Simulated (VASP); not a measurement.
# SiGe2 in VASP: a series of runs, part 2 of 2

VASP 6.6.1. The steps go on from the part before.

**4. Single point, PBE**

This run uses another cell than the first one: it holds 12 atoms, not 6.

INCAR

```
ALGO = Normal ; EDIFF = 1E-6
ENCUT = 520 ; GGA = PE
ISIF = 2 ; ISMEAR = 0
LASPH = T ; LCHARG = F
LREAL = F ; LWAVE = F
NBANDS = 76 ; NELM = 80
PREC = Accurate ; SIGMA = 0.1
```

KPOINTS

```
k-points
0
Gamma
  6 6 1
```

POSCAR

```
SiGe2
1.0
    3.9978543013      0.0000000000      0.0000000000
   -1.9989271506      3.4622433855      0.0000000000
    0.0000000000      0.0000000000     19.5737172686
Si Ge
4 8
Direct
    0.0000000000      0.0000000000      0.0603659167
    0.0000000000      0.0000000000      0.5603659167
    1.0000000000      0.0000000000      0.4396340833
    1.0000000000      1.0000000000      0.9396340833
    0.6666666667      0.3333333333      0.1009334449
    0.6666666667      0.3333333333      0.6009334449
    0.6666666667      0.3333333333      0.2281664411
    0.6666666667      0.3333333333      0.7281664411
    0.3333333333      0.6666666667      0.3990665551
    0.3333333333      0.6666666667      0.8990665551
    0.3333333333      0.6666666667      0.2718335589
    0.3333333333      0.6666666667      0.7718335589
```

Potentials or basis: VASP PAW PBE potentials, release 64 (Si, Ge_d).

Command:

```console
$ cat potpaw_PBE.64/Si/POTCAR potpaw_PBE.64/Ge_d/POTCAR > POTCAR
$ mpirun -np 1 vasp_std > vasp.out
```

OUTCAR:

```text
EDIFF = 1E-6
   ENCUT = 520
   GGA = PE
   ISIF = 2
   ISMEAR = 0
   LASPH = T
   LREAL = F
   NELM = 80
   PREC = Accurate

 ion  position               nearest neighbor table
   1  0.000  0.000  0.060-   4 2.36   5 2.44   5 2.44   5 2.44
   2  0.000  0.000  0.560-   3 2.36   6 2.44   6 2.44   6 2.44
   3  0.000  0.000  0.440-   2 2.36   9 2.44   9 2.44   9 2.44
   4  0.000  0.000  0.940-   1 2.36  10 2.44  10 2.44  10 2.44
   5  0.667  0.333  0.101-   1 2.44   1 2.44   1 2.44   7 2.49
   6  0.667  0.333  0.601-   2 2.44   2 2.44   2 2.44   8 2.49
   7  0.667  0.333  0.228-  11 2.46  11 2.46  11 2.46   5 2.49
   8  0.667  0.333  0.728-  12 2.46  12 2.46  12 2.46   6 2.49
   9  0.333  0.667  0.399-   3 2.44   3 2.44   3 2.44  11 2.49
  10  0.333  0.667  0.899-   4 2.44   4 2.44   4 2.44  12 2.49
  11  0.333  0.667  0.272-   7 2.46   7 2.46   7 2.46   9 2.49
  12  0.333  0.667  0.772-   8 2.46   8 2.46   8 2.46  10 2.49
[... 7 lines left out ...]
 A1 = (   3.9978543013,   0.0000000000,   0.0000000000)
 A2 = (  -1.9989271506,   3.4622433855,   0.0000000000)
 A3 = (   0.0000000000,   0.0000000000,  19.5737172686)

Analysis of symmetry for initial positions (statically):
=====================================================================
 Subroutine PRICEL returns following result:

  LATTYP: Found a hexagonal cell.
 ALAT       =     3.9978543013
 C/A-ratio  =     2.4480278411

  Lattice vectors:

 A1 = (   3.9978543013,   0.0000000000,   0.0000000000)
 A2 = (  -1.9989271506,   3.4622433855,   0.0000000000)
 A3 = (   0.0000000000,   0.0000000000,   9.7868586343)

   2 primitive cells build up your supercell.

 Routine SETGRP: Setting up the symmetry group for a
 hexagonal supercell.

 Subroutine GETGRP returns: Found 12 space group operations
 (whereof 12 operations were pure point group operations)
 out of a pool of 24 trial point group operations.

The static configuration has the point symmetry D_3d.

Analysis of symmetry for dynamics (positions and initial velocities):
=====================================================================
 Subroutine PRICEL returns following result:

  LATTYP: Found a hexagonal cell.
 ALAT       =     3.9978543013
 C/A-ratio  =     2.4480278411

  Lattice vectors:

 A1 = (   3.9978543013,   0.0000000000,   0.0000000000)
 A2 = (  -1.9989271506,   3.4622433855,   0.0000000000)
 A3 = (   0.0000000000,   0.0000000000,   9.7868586343)

   2 primitive cells build up your supercell.

 Routine SETGRP: Setting up the symmetry group for a
 hexagonal supercell.

 Subroutine GETGRP returns: Found 12 space group operations
 (whereof 12 operations were pure point group operations)
 out of a pool of 24 trial point group operations.

The dynamic configuration has the point symmetry D_3d.

 Subroutine INISYM returns: Found 12 space group operations
 (whereof 12 operations are pure point group operations),
 and found     2 'primitive' translations

[... 61 lines left out ...]
  0.333333 -0.000000  0.000000      6.000000
  0.500000 -0.000000  0.000000      3.000000
  0.166667  0.166667  0.000000      6.000000
  0.333333  0.166667  0.000000     12.000000
  0.333333  0.333333  0.000000      2.000000
   k-points           NKPTS =      7   k-points in BZ     NKDIM =      7   number of bands    NBANDS=     76
   number of dos      NEDOS =    301   number of ions     NIONS =     12
   total plane-waves  NPLWV = 135000
   dimension x,y,z NGX =    30 NGY =   30 NGZ =  150
   dimension x,y,z NGXF=    60 NGYF=   60 NGZF=  300
   ions per type =               4   8
   NGX,Y,Z   is equivalent  to a cutoff of  12.48, 12.48, 12.74 a.u.
   NGXF,Y,Z  is equivalent  to a cutoff of  24.95, 24.95, 25.48 a.u.
 SYSTEM =  unknown system
   PREC   = accura    normal or accurate (medium, high low for compatibility)
   ISTART =      0    job   : 0-new  1-cont  2-samecut
   ICHARG =      2    charge: 1-file 2-atom 10-const
   ISPIN  =      1    spin polarized calculation?
   LNONCOLLINEAR =      F non collinear calculations
   LSORBIT =      F    spin-orbit coupling
   LASPH  =      T    aspherical Exc in radial PAW
   ENCUT  =  520.0 eV  38.22 Ry    6.18 a.u.   7.43  7.43 36.39*2*pi/ulx,y,z
   NELM   =     80;   NELMIN=  2; NELMDL= -5     # of ELM steps
   EDIFF  = 0.1E-05   stopping-criterion for ELM
   LREAL  =      F    real-space projection
   EDIFFG = 0.1E-04   stopping-criterion for IOM
   NSW    =      0    number of steps for IOM
   IBRION =     -1    ionic relax: 0-MD 1-quasi-New 2-CG
   NFREE  =      0    steps in history (QN), initial steepest desc. (CG)
   ISIF   =      2    stress and relaxation
   ISYM   =      2    0-nonsym 1-usesym 2-fastsym
   POTIM  = 0.5000    time-step for ionic-motion
   TEBEG  =    0.0;   TEEND  =   0.0 temperature during run
   PSTRESS=    0.0 pullay stress
   NELECT =     128.0000    total number of electrons
   NUPDOWN=      -1.0000    fix difference up-down
   EMIN   =  10.00;   EMAX   =-10.00  energy-range for DOS
   EFERMI =   0.00;   METHOD = LEGACY
   ISMEAR =     0;   SIGMA  =   0.10  broadening in eV -4-tet -1-fermi 0-gaus
   EFERMI_NEDOS =   21; number of points for ismear=-14 and -15
   IALGO  =     38    algorithm
   IMIX   =      4    mixing-type and parameters
     AMIX     =   0.40;   BMIX     =  1.00
     AMIX_MAG =   1.60;   BMIX_MAG =  1.00
  volume/ion in A,a.u.               =      22.58       152.36
  Fermi-wavevector in a.u.,A,eV,Ry     =   1.275045  2.409486 22.119534  1.625740
  Thomas-Fermi vector in A             =   2.407779
   LORBIT       =      0    0 simple, 1 ext, 2 COOP (PROOUT), +10 PAW based schemes
   GGA     = PE    functional components
   LHFCALC =     F    Hartree Fock is set to
   AEXX    =    0.0000 exact exchange contribution
   IVDW    =     0    specifies the selected vdW correction
   LEPSILON=     F    determine dielectric tensor
   LRPA    =     F    only Hartree local field effects (RPA)
 non-spin polarized calculation
 Gauss-broadening in eV      SIGMA  =   0.10
  energy-cutoff  :      520.00
  volume of cell :      270.93
 maximum number of plane-waves:      7327
 NGX is ok and might be reduce to    30

 number of electron     128.0000071 magnetization

 Free energy of the ion-electron system (eV)
  ---------------------------------------------------
  ext. energy  EPLUGINS =         0.00000000
  ---------------------------------------------------
  free energy    TOTEN  =       -57.54052139 eV

  energy without entropy =      -57.54045843  energy(sigma->0) =      -57.54048991

 E-fermi :   5.1403     XC(G=0):  -9.6045

 val. band max:        4.9250769593   @ k =   0.0000   0.0000   0.0000
 cond. band min:       5.3673095468   @ k =   0.5000  -0.0000   0.0000
 fundamental gap:      0.4422325875
 Fermi energy:         5.1403269650

 k-point     1 :       0.0000    0.0000    0.0000
  band No.  band energies     occupation
      1     -19.7030      2.00000
      2     -19.7030      2.00000
      3     -19.7030      2.00000
      4     -19.7030      2.00000
      5     -19.6797      2.00000
      6     -19.6795      2.00000
[... 542 lines left out ...]
     75      10.3921      0.00000
     76      10.4708      0.00000

------------------------ aborting loop because EDIFF is reached ----------------------------------------

  FORCE on cell =-STRESS in cart. coord.  units (eV):
  Direction    XX          YY          ZZ          XY          YZ          ZX
  --------------------------------------------------------------------------------------
  -------------------------------------------------------------------------------------
  Total       -0.0524582     -0.0524582     -0.6377727     -0.0000000      0.0000000     -0.0000000
  in kB       -0.3102174     -0.3102174     -3.7715394     -0.0000000      0.0000000     -0.0000000
  external PRESSURE =      -1.4639914 kB  Pullay stress =       0.0000000 kB

 VOLUME and BASIS-vectors are now :
 -----------------------------------------------------------------------------
  energy-cutoff  :      520.00
  volume of cell :      270.93
      direct lattice vectors                 reciprocal lattice vectors
     3.997854301  0.000000000  0.000000000     0.250134178  0.144415035  0.000000000
    -1.998927151  3.462243385  0.000000000     0.000000000  0.288830070  0.000000000
     0.000000000  0.000000000 19.573717269     0.000000000  0.000000000  0.051088916

 POSITION                                       TOTAL-FORCE (eV/Angst)
 -----------------------------------------------------------------------------------
      0.00000      0.00000      1.18159         0.000000     -0.000000      0.003644
      0.00000      0.00000     10.96844         0.000000     -0.000000      0.003644
      0.00000      0.00000      8.60527        -0.000000      0.000000     -0.003644
      0.00000      0.00000     18.39213        -0.000000     -0.000000     -0.003644
      1.99893      1.15408      1.97564         0.000000     -0.000000     -0.019759
      1.99893      1.15408     11.76250         0.000000     -0.000000     -0.019759
      1.99893      1.15408      4.46607        -0.000000      0.000000      0.011585
      1.99893      1.15408     14.25292        -0.000000      0.000000      0.011585
     -0.00000      2.30816      7.81122         0.000000      0.000000      0.019759
     -0.00000      2.30816     17.59807         0.000000      0.000000      0.019759
     -0.00000      2.30816      5.32079        -0.000000     -0.000000     -0.011585
     -0.00000      2.30816     15.10765        -0.000000     -0.000000     -0.011585
 -----------------------------------------------------------------------------------
    total drift:                               -0.000000      0.000000      0.000000

  FREE ENERGIE OF THE ION-ELECTRON SYSTEM (eV)
  ---------------------------------------------------
  free  energy   TOTEN  =       -57.5405213872 eV

  energy  without entropy=      -57.5404584345  energy(sigma->0) =      -57.54048991
```

Wall time 1.9 min (1 thread of Intel Xeon 6975P-C (Granite Rapids), shared host); peak memory 0.39 GiB.

What came out:

* Free energy: -57.5405 eV
* Pressure: -0.1 GPa
* Largest force: 0.020 eV/Å
* Band gap on the k mesh: 0.44 eV

Forces on the atoms (eV/Å):
```
Si   0.000  0.000  0.004
Si   0.000  0.000  0.004
Si   0.000  0.000 -0.004
Si   0.000  0.000 -0.004
Ge   0.000  0.000 -0.020
Ge   0.000  0.000 -0.020
Ge   0.000  0.000  0.012
Ge   0.000  0.000  0.012
Ge   0.000  0.000  0.020
Ge   0.000  0.000  0.020
Ge   0.000  0.000 -0.012
Ge   0.000  0.000 -0.012
```

Stress tensor (GPa, compression positive):
```
-0.03  0.00  0.00
 0.00 -0.03  0.00
 0.00  0.00 -0.38
```

**5. Single point, PBE**

This run uses another cell than the first one: it holds 12 atoms, not 6.

INCAR

```
PREC = Accurate ; ENCUT = 520
EDIFF = 1E-7 ; ISMEAR = 0
SIGMA = 0.1 ; LREAL = False
LASPH = True ; NELM = 60
ALGO = Normal ; ISIF = 2
LWAVE = False ; LCHARG = False
GGA = PE ; NBANDS = 76
```

KPOINTS

```
regular mesh
0
Gamma
  6 6 1
```

POSCAR

```
SiGe2
1.0
    4.0009245090     -0.0001393168     -0.0001753795
   -2.0005846708      3.4645563167      0.0000954748
   -0.0016030332      0.0009841997     19.5220613736
Si Ge
4 8
Direct
    0.0004241669      0.0001109153      0.0604761781
   -0.0001801504     -0.0001455343      0.5604600046
    0.9999373537      0.0001148371      0.4395262797
    0.9999512480      0.9997877629      0.9395372405
    0.6671335382      0.3334043382      0.1008457961
    0.6665315793      0.3331766819      0.6008379999
    0.6662793220      0.3326924995      0.2282985144
    0.6668527823      0.3341334353      0.7282984959
    0.3332387962      0.6667830834      0.3991573923
    0.3332424616      0.6664708206      0.8991613089
    0.3329873806      0.6660194692      0.2716896808
    0.3336015217      0.6674516911      0.7717111088
```

Command:

```console
$ cat potpaw_PBE.64/Si/POTCAR potpaw_PBE.64/Ge_d/POTCAR > POTCAR
$ mpirun -np 1 vasp_std > vasp.out
```

It took 21 min on 1 thread of Intel Xeon 8259CL, shared host; peak memory 0.51 GiB.

It converged, with:

| Quantity | Value |
| --- | --- |
| Free energy | -57.5413 eV |
| Pressure | -0.1 GPa |
| Largest force | 0.015 eV/Å |
| Band gap on the k mesh | 0.44 eV |

Forces on the atoms (eV/Å):
```
Si   0.001 -0.001 -0.010
Si   0.001  0.000 -0.008
Si  -0.001 -0.001  0.009
Si   0.000  0.000  0.009
Ge  -0.003 -0.001 -0.006
Ge  -0.001  0.001 -0.006
Ge   0.002  0.002 -0.013
Ge   0.003 -0.002 -0.011
Ge   0.001 -0.001  0.004
Ge   0.001  0.002  0.007
Ge  -0.002  0.001  0.015
Ge  -0.002 -0.003  0.010
```

Levels at points of the mesh, in eV from the valence-band top:
| k point | band 61 | band 62 | band 63 | band 64 | band 65 | band 66 | band 67 | band 68 |
| --- | --- | --- | --- | --- | --- | --- | --- | --- |
| (0.00, 0.00, 0.00) | -0.37 | -0.05 | 0.00 | 0.00 | 0.44 | 0.56 | 0.72 | 0.86 |
| (0.50, 0.00, 0.00) | -1.91 | -1.81 | -1.31 | -1.29 | 0.47 | 0.74 | 0.77 | 0.93 |
| (0.00, 0.50, 0.00) | -1.91 | -1.81 | -1.31 | -1.29 | 0.47 | 0.74 | 0.77 | 0.93 |
| (0.50, 0.50, 0.00) | -1.91 | -1.80 | -1.31 | -1.29 | 0.47 | 0.74 | 0.77 | 0.93 |

**6. Overview**

```tsv
task	cell	k mesh	cutoff (eV)	smearing	gap on the mesh (eV)	pressure (GPa)	largest force (eV/Å)
single point	a = 4.009, b = 4.009, c = 9.747 Å, angles 90.0, 90.0, 120.0°, 6 atoms, atomic positions A	5 × 5 × 2	520	gaussian 0.2 eV	0.40	-0.2	0.04
relaxation of cell and atoms	relaxed from a = 3.940, b = 3.940, c = 9.650 Å, angles 90.0, 90.0, 120.0°, 6 atoms, atomic positions B	5 × 5 × 2	600	gaussian 0.2 eV	0.42	0.1	0.06
single point	a = 3.998, b = 3.998, c = 19.574 Å, angles 90.0, 90.0, 120.0°, 12 atoms, atomic positions C	6 × 6 × 1	520	gaussian 0.1 eV	0.44	-0.1	0.02
single point	a = 4.001, b = 4.001, c = 19.522 Å, angles 90.0, 90.0, 120.0°, 12 atoms, atomic positions D	6 × 6 × 1	520	gaussian 0.1 eV	0.44	-0.1	0.01
```

Alike in all rows: level PBE; potentials or basis VASP PAW PBE potentials, release 64 (Si, Ge_d); no spin polarisation.

Caveats: the relaxation stopped at a loose force limit of 0.08 eV/Å, so its end isn't a converged minimum (at least some runs).

Absolute energies hang on the potentials; compare differences alone.
